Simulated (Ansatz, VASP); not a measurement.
## GaN in VASP and in Ansatz

```
CELL_PARAMETERS angstrom
3.18282 0.00000 0.00000
-1.59141 2.75640 0.00000
0.00000 0.00000 5.18567
ATOMIC_POSITIONS crystal
Ga 0.33333 0.66667 0.95392
Ga 0.66667 0.33333 0.45392
N 0.33333 0.66667 0.42308
N 0.66667 0.33333 0.92308
```

Change from the starting cell: polar distortion scaled by 0.25.

Alike in both runs: task single point; functional r2SCAN; k mesh 12 × 12 × 6; no spin polarisation.

|  | VASP | Ansatz |
| --- | --- | --- |
| version | VASP 6.6.1 | Ansatz 0.2.0 |
| potentials or method | VASP PAW PBE potentials, release 64 (Ga_d, N), cutoff 520 eV | scalar-relativistic, plane waves, PAW |
| occupations | gaussian, width 0.01 eV | fixed |
| valence electrons in the cell | 36 | 36 |

Ansatz gave:

- gap on the k mesh at the Fermi level (eV): 2.33
- least direct gap on the mesh (eV): 2.33
- pressure (GPa): 9.2
- traceless stress, the component that is largest in VASP (GPa): -11.29
- rms of the force components (eV/Å): 0.484

Task: What did VASP give for the same quantities?

Result: gap on the k mesh at the Fermi level (eV): 2.33; least direct gap on the mesh (eV): 2.33; pressure (GPa): 10.5; traceless stress, the component that is largest in VASP (GPa): -12.52; rms of the force components (eV/Å): 0.492.

VASP's potentials were made for PBE, not for r2SCAN. Atom by atom the forces differ by 0.009 eV/Å (rms over components).
